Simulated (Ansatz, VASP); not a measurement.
# B: VASP beside Ansatz

```
CELL_PARAMETERS angstrom
1.57303 -2.57094 0.00000
1.57303 2.57094 0.00000
0.00000 0.00000 5.88855
ATOMIC_POSITIONS crystal
B 0.50000 0.50000 0.75000
B 0.50000 0.50000 0.25000
B 0.33266 0.17028 0.50000
B 0.66734 0.82972 0.50000
B 0.17028 0.33266 0.00000
B 0.82972 0.66734 0.00000
```

Alike in both runs: task relaxation of cell and atoms; functional PBE; k mesh 14 × 14 × 6; occupations gaussian, width 0.1 eV; no spin polarisation.

|  | VASP | Ansatz |
| --- | --- | --- |
| version | VASP 6.6.1 | Ansatz 0.2.0 |
| potentials or method | VASP PAW PBE potentials, release 64 (B), cutoff 600 eV | scalar-relativistic, plane waves, PAW |
| valence electrons in the cell | 18 | 18 |

```tsv
	VASP	Ansatz	Ansatz less VASP
gap on the k mesh at the Fermi level, each at its own relaxed structure (eV)	none	none	-
relaxed volume (Å³/atom)	7.91	7.92	+0.007
relaxed length of the cell vector where the two differ most in proportion (Å)	3.017	3.019	+0.0012
```

A gap of «none» marks a metal or a gap that the smearing closes.
